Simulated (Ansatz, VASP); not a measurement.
# C, level by level in two programs

```
C
1.0
     2.48801    0.00000    0.00000
    -1.24401    2.15468    0.00000
     0.00000    0.00000    8.12577
C
8
Direct
  0.66667 0.33333 0.84375
  0.33333 0.66667 0.34375
  0.66667 0.33333 0.65625
  0.33333 0.66667 0.15625
  0.00000 0.00000 0.90625
  0.00000 0.00000 0.40625
  0.00000 0.00000 0.59375
  0.00000 0.00000 0.09375
```

Single points on this cell with VASP 6.6.1 and Ansatz 0.2.0. Each row is one pair of runs. Alike in all rows: spin: off; k mesh: 12 × 12 × 4; smearing: fermi-dirac, width 0.05 eV.

```csv
level,"VASP's potentials, cutoff","Ansatz's potentials, cutoff","gap on the k mesh at the Fermi level (eV), VASP","gap on the k mesh at the Fermi level (eV), Ansatz","least direct gap on the mesh (eV), VASP","least direct gap on the mesh (eV), Ansatz","pressure (GPa), VASP","pressure (GPa), Ansatz"
revPBE+D4,"VASP PAW PBE potentials, release 64 (C), 520 eV","Ansatz PAW, 420 eV",4.50,4.51,5.27,5.28,13.5,12.7
r2SCAN+D3(BJ),"VASP PAW PBE potentials, release 64 (C), 520 eV","Ansatz PAW, 500 eV",4.72,4.75,5.49,5.54,16.1,14.8
PBE,"VASP PAW PBE potentials, release 64 (C), 520 eV","Ansatz PAW, 420 eV",4.51,?,5.27,?,22.5,?
LDA,"VASP PAW LDA potentials, release 64 (C), 520 eV","Ansatz PAW, 420 eV",4.48,4.48,5.22,5.23,7.7,6.0
r2SCAN+rVV10,"VASP PAW PBE potentials, release 64 (C), 520 eV","Ansatz PAW, 500 eV",4.69,4.71,5.48,5.53,18.0,16.7
BLYP+D4,"VASP PAW PBE potentials, release 64 (C), 520 eV","Ansatz PAW, 420 eV",4.87,4.86,5.45,5.44,20.7,19.8
LDA,"VASP PAW LDA potentials, release 64 (C), 520 eV","JTH PAW LDA, 780 eV",4.48,4.48,5.22,5.22,7.7,5.0
BLYP,"VASP PAW PBE potentials, release 64 (C), 520 eV","Ansatz PAW, 420 eV",4.87,4.86,5.45,5.44,-,-
```

Question: Fill in what Ansatz gave in row 3.

Answer: gap on the k mesh at the Fermi level (eV): 4.52; least direct gap on the mesh (eV): 5.28; pressure (GPa): 21.7.

Noted on Ansatz's runs: Pulay correction over one GPa.
